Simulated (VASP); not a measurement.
# Li4BH (P-3m1) in VASP: a series of runs, part 2 of 2

VASP 6.6.1. Earlier steps stand in the parts before.

## Step 3: Relaxation of cell and atoms, PBE

The input, INCAR:

```
  ALGO = Normal
  EDIFF = 1E-6
  EDIFFG = -0.01
  ENCUT = 600
  GGA = PE
  IBRION = 2
  ISIF = 3
  ISMEAR = 0
  LASPH = True
  LCHARG = False
  LREAL = False
  LWAVE = False
  NELM = 100
  NSW = 100
  PREC = Accurate
  SIGMA = 0.1
```

The input, KPOINTS:

```
k-points
0
Gamma
  18 18 4
```

The input, POSCAR:

```
Li4BH
1.0
    2.6703238745      0.0000000000      0.0000000000
   -1.3351619373      2.3125683117      0.0000000000
    0.0000000000      0.0000000000     11.2480406087
Li B H
4 1 1
Direct
    0.3333333333      0.6666666667      0.8440481051
    0.6666666667      0.3333333333      0.1559518949
    0.3333333333      0.6666666667      0.3951607419
    0.6666666667      0.3333333333      0.6048392581
    0.0000000000      0.0000000000      0.0000000000
    0.0000000000      0.0000000000      0.5000000000
```

Potentials or basis: VASP PAW PBE potentials, release 64 (Li_sv, B, H).

Started as:

```bash
$ cat potpaw_PBE.64/Li_sv/POTCAR potpaw_PBE.64/B/POTCAR potpaw_PBE.64/H/POTCAR > POTCAR
$ mpirun -np 1 vasp_std > vasp.out
```

OUTCAR:

```text
EDIFF = 1E-6
   EDIFFG = -0.01
   ENCUT = 600
   GGA = PE
   IBRION = 2
   ISIF = 3
   ISMEAR = 0
   LASPH = True
   LREAL = False
   NELM = 100
   NSW = 100
   PREC = Accurate

 ion  position               nearest neighbor table
   1  0.333  0.667  0.844-   5 2.34   5 2.34   5 2.34
   2  0.667  0.333  0.156-   5 2.34   5 2.34   5 2.34
   3  0.333  0.667  0.395-
   4  0.667  0.333  0.605-
   5  0.000  0.000  0.000-   1 2.34   2 2.34   2 2.34   1 2.34   2 2.34   1 2.34
   6  0.000  0.000  0.500-

  LATTYP: Found a hexagonal cell.
 ALAT       =     2.6703238745
 C/A-ratio  =     4.2122383416

  Lattice vectors:

 A1 = (   2.6703238745,   0.0000000000,   0.0000000000)
 A2 = (  -1.3351619373,   2.3125683117,   0.0000000000)
 A3 = (   0.0000000000,   0.0000000000,  11.2480406087)

Analysis of symmetry for initial positions (statically):
[... 404 lines left out ...]
      3     -43.2431      2.00000
      4     -43.2422      2.00000
      5      -6.7484      2.00000
      6      -5.5658      2.00000
      7      -1.2873      2.00000
      8      -0.1850      2.00000
      9       0.2804      2.00000
     10       5.6638      0.00000
     11       6.8392      0.00000
     12       9.4633      0.00000
[... 331 lines left out ...]
 k-point    24 :       0.3889    0.1111    0.0000
  band No.  band energies     occupation
      1     -44.5960      2.00000
      2     -44.5880      2.00000
      3     -43.1891      2.00000
      4     -43.1888      2.00000
      5      -2.4306      2.00000
      6      -2.2818      2.00000
      7       0.1954      2.00000
      8       1.9834      1.85037
      9       2.8881      0.00000
     10       4.6156      0.00000
     11       5.1001      0.00000
     12       5.7525      0.00000

 [... further k-points ...]

------------------------ aborting loop because EDIFF is reached ----------------------------------------

  FORCE on cell =-STRESS in cart. coord.  units (eV):
  Direction    XX          YY          ZZ          XY          YZ          ZX
  --------------------------------------------------------------------------------------
  -------------------------------------------------------------------------------------
  Total       -0.0072178     -0.0072178     -0.0045260      0.0000000      0.0000000     -0.0000000
  in kB       -0.1670188     -0.1670188     -0.1047301      0.0000000      0.0000000     -0.0000000
  external PRESSURE =      -0.1462559 kB  Pullay stress =       0.0000000 kB
[... 21 lines left out ...]
  FREE ENERGIE OF THE ION-ELECTRON SYSTEM (eV)
  ---------------------------------------------------
  free  energy   TOTEN  =       -16.2162536655 eV

  energy  without entropy=      -16.2038572359  energy(sigma->0) =      -16.21005545

 reached required accuracy - stopping structural energy minimisation
```

OSZICAR:

```text
N       E                     dE             d eps       ncg     rms          rms(c)
DAV:   1     0.558136313686E+02    0.55814E+02   -0.81874E+03  3312   0.152E+03
DAV:   2    -0.266579553429E+01   -0.58479E+02   -0.55011E+02  3800   0.275E+02
DAV:   3    -0.164063162972E+02   -0.13741E+02   -0.13570E+02  6436   0.725E+01
[... 39 lines left out ...]
DAV:   1    -0.162161612510E+02    0.34528E-04   -0.70189E-02  3320   0.275E+00    0.500E-02
DAV:   2    -0.162162567905E+02   -0.95540E-04   -0.10885E-03  3912   0.340E-01    0.390E-02
DAV:   3    -0.162162524152E+02    0.43753E-05   -0.48511E-05  4704   0.688E-02    0.158E-02
DAV:   4    -0.162162557392E+02   -0.33240E-05   -0.97563E-06  5288   0.214E-02    0.646E-03
DAV:   5    -0.162162538927E+02    0.18465E-05   -0.17800E-06  3296   0.129E-02    0.141E-03
DAV:   6    -0.162162536655E+02    0.22722E-06   -0.19297E-07  2000   0.410E-03
   6 F= -.16216254E+02 E0= -.16210055E+02  d E =-.171500E-03
```

CONTCAR:

```text
Li4BH
   1.00000000000000
     2.6779692003019733   -0.0000000000001657    0.0000000000000000
    -1.3389846002012733    2.3191893580652376    0.0000000000000000
    -0.0000000000000000    0.0000000000000000   11.1482757392938616
  Li              B               H
     4     1     1
Direct
     0.3333333332999970    0.6666666667000030    0.8441010736063272
     0.6666666667000030    0.3333333332999970    0.1558989263936729
     0.3333333332999970    0.6666666667000030    0.3945559831330060
     0.6666666667000030    0.3333333332999970    0.6054440168669939
     0.0000000000000000    0.0000000000000000    0.0000000000000000
     0.0000000000000000    0.0000000000000000    0.5000000000000000

  0.00000000E+00  0.00000000E+00  0.00000000E+00
  0.00000000E+00  0.00000000E+00  0.00000000E+00
  0.00000000E+00  0.00000000E+00  0.00000000E+00
  0.00000000E+00  0.00000000E+00  0.00000000E+00
  0.00000000E+00  0.00000000E+00  0.00000000E+00
  0.00000000E+00  0.00000000E+00  0.00000000E+00
```

Run time: 3.1 min. Hardware: 1 thread of Intel Xeon 6975P-C (Granite Rapids), shared host; peak memory 0.31 GiB.

What came out:

| Quantity | Value |
| --- | --- |
| Free energy | -16.2163 eV |
| Relaxed volume | 11.54 Å³/atom |
| Relaxed cell | a = 2.678 Å, b = 2.678 Å, c = 11.148 Å, α = 90.00°, β = 90.00°, γ = 120.00° |
| Space group after relaxing (to 0.1 Å) | P-3m1 (No. 164) |
| Energy gained by relaxing | 0.3 meV/atom |
| Ionic steps | 6 |
| Pressure after relaxing | 0.0 GPa |
| Band gap on the k mesh | zero (bands 8 and 9 overlap by 2.51 eV) |

Forces in eV/Å, atoms in the order of the input:
```
Li   0.000  0.000  0.002
Li   0.000  0.000 -0.002
Li   0.000  0.000 -0.002
Li   0.000  0.000  0.002
B    0.000  0.000  0.000
H    0.000  0.000  0.000
```

Step by step:
```csv
step,energy change (eV),largest force (eV/Å),pressure (GPa),volume (Å³)
1,0.0000,0.0152,-0.16,69.46
2,-0.0008,0.0180,-0.09,69.34
3,-0.0016,0.0234,0.08,69.09
4,-0.0016,0.0240,0.08,69.08
5,-0.0017,0.0147,0.04,69.14
6,-0.0017,0.0021,-0.01,69.24
```

Final structure:
```
Li B H
1.0
     2.67797    0.00000    0.00000
    -1.33898    2.31919    0.00000
     0.00000    0.00000   11.14828
Li B H
4 1 1
Cartesian
  0.0000 1.5461 9.4103
  1.3390 0.7731 1.7380
  0.0000 1.5461 4.3986
  1.3390 0.7731 6.7497
  0.0000 0.0000 0.0000
  0.0000 0.0000 5.5741
```

Caveat: the cutoff is under 1.25 times the usual one of these potentials, so pressure, stress and relaxed cells hold a basis-set (Pulay) error.

## Step 4: Single point, PBE

This run uses another cell than the first one, of 11.69 Å³/atom.

The input, INCAR:

```
  ALGO = Normal
  EDIFF = 1E-6
  ENCUT = 520
  GGA = PE
  ISIF = 2
  ISMEAR = 0
  LASPH = T
  LCHARG = T
  LELF = T
  LREAL = F
  LVHAR = T
  LWAVE = F
  NBANDS = 17
  NELM = 100
  PREC = Accurate
  SIGMA = 0.1
```

The input, KPOINTS:

```
k-points
0
Gamma
  6 6 2
```

The input, POSCAR:

```
Li4BH
1.0
    2.6964483641      0.0000000000      0.0000000000
   -1.3482241821      2.3351927833      0.0000000000
    0.0000000000      0.0000000000     11.1434060179
Li B H
4 1 1
Direct
    0.3333333333      0.6666666667      0.8462899975
    0.6666666667      0.3333333333      0.1537100025
    0.3333333333      0.6666666667      0.3943797376
    0.6666666667      0.3333333333      0.6056202624
    0.0000000000      0.0000000000      0.0000000000
    0.0000000000      0.0000000000      0.5000000000
```

Started as:

```bash
$ cat potpaw_PBE.64/Li_sv/POTCAR potpaw_PBE.64/B/POTCAR potpaw_PBE.64/H/POTCAR > POTCAR
$ mpirun -np 1 vasp_std > vasp.out
```

Wall time 9.4 s (1 thread of Intel Xeon 6975P-C (Granite Rapids), shared host); peak memory 0.17 GiB.

The run converged. Its results:

* Free energy: -16.2268 eV
* Largest force: 0.022 eV/Å
* Band gap on the k mesh: zero (bands 8 and 9 overlap by 1.82 eV)

Forces in eV/Å, atoms in the order of the input:
```
Li   0.000  0.000  0.022
Li   0.000  0.000 -0.022
Li   0.000  0.000  0.000
Li   0.000  0.000  0.000
B    0.000  0.000  0.000
H    0.000  0.000  0.000
```

Levels at points of the mesh, in eV from the Fermi level:
```csv
k point,band 6,band 7,band 8,band 9,band 10,band 11
"(0.00, 0.00, 0.00)",-7.58,-3.29,-2.21,-1.67,3.60,4.79
"(0.50, 0.00, 0.00)",-3.77,-2.78,-0.05,0.52,2.90,3.40
"(0.00, 0.00, 0.50)",-7.58,-3.12,-2.69,-1.26,2.87,6.15
"(0.50, 0.00, 0.50)",-3.77,-2.78,0.04,0.39,2.82,3.42
```

Caveat: the k points lie up to 0.45 Å⁻¹ apart, too coarse for converged energies and pressures of a metal; the cutoff is under 1.25 times the usual one of these potentials, so pressure, stress and relaxed cells hold a basis-set (Pulay) error.

## Step 5: Summary

```csv
task,cell,k mesh,cutoff (eV),gap on the mesh (eV)
single point,"a = 2.682, b = 2.682, c = 11.163 Å, angles 90.0, 90.0, 120.0°, 6 atoms, atomic positions A",18 × 18 × 4,520,none
relaxation of cell and atoms,"relaxed from a = 2.670, b = 2.670, c = 11.248 Å, angles 90.0, 90.0, 120.0°, 6 atoms, atomic positions A",18 × 18 × 4,600,none
single point,"a = 2.696, b = 2.696, c = 11.143 Å, angles 90.0, 90.0, 120.0°, 6 atoms, atomic positions B",6 × 6 × 2,520,none
```

Alike in all rows: level PBE; potentials or basis VASP PAW PBE potentials, release 64 (Li_sv, B, H); no spin polarisation; smearing gaussian 0.1 eV.

Caveats: some runs use coarse meshes; the cutoff is under 1.25 times the usual one of these potentials, so pressure, stress and relaxed cells hold a basis-set (Pulay) error.

Total energies depend on the potentials used, so only differences within one code and one set of settings carry meaning.
